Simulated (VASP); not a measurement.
Ga2BSb3, 6 atoms in the cell. Symmetry: P4/mmm, No. 123, tetragonal system. The conventional cell has a = 3.190 Å, b = 3.190 Å, c = 15.466 Å, α = 90.00°, β = 90.00°, γ = 90.00°. Ga (site symmetry 4mm) has 4 Ga at 3.19 Å and 8 Sb at 3.19 to 4.01 Å within 4.2 Å. B (site symmetry 4/mmm) has 2 Sb at 2.16 Å within 2.9 Å. Within 4.2 Å of Sb (site symmetry 4/mmm) lie 4 Sb at 3.19 Å and 8 Ga at 3.19 Å. Sb (site symmetry 4mm) has 1 B at 2.16 Å within 2.9 Å. The cell was generated, and may not be a known phase.

* Program: VASP 6.6.1
* Task: single point
* Functional: PBE
* Potentials or basis: VASP PAW PBE potentials, release 64 (Ga_d, B, Sb)
* Cutoff: 520 eV
* k mesh: 6 × 6 × 2
* Occupations: gaussian, width 0.1 eV
* Spin: no spin polarisation
* Dipole correction: no
* Further INCAR settings: ALGO = Normal; EDIFF = 1e-07; NBANDS = 31

Potentials or basis: VASP PAW PBE potentials, release 64 (Ga_d, B, Sb).

Launch:

```sh
$ cat potpaw_PBE.64/Ga_d/POTCAR potpaw_PBE.64/B/POTCAR potpaw_PBE.64/Sb/POTCAR > POTCAR
$ mpirun -np 1 vasp_std > vasp.out
```

Hardware: 1 thread of AMD EPYC 9R45 96-Core Processor (Zen 5), with other jobs on the host.

Q: Estimate the wall time of this run.

A: Run time: 57 s on 1 thread of AMD EPYC 9R45 96-Core Processor (Zen 5), on a shared host, peak memory 0.26 GiB. Counts: scf iterations 16, k points 20.
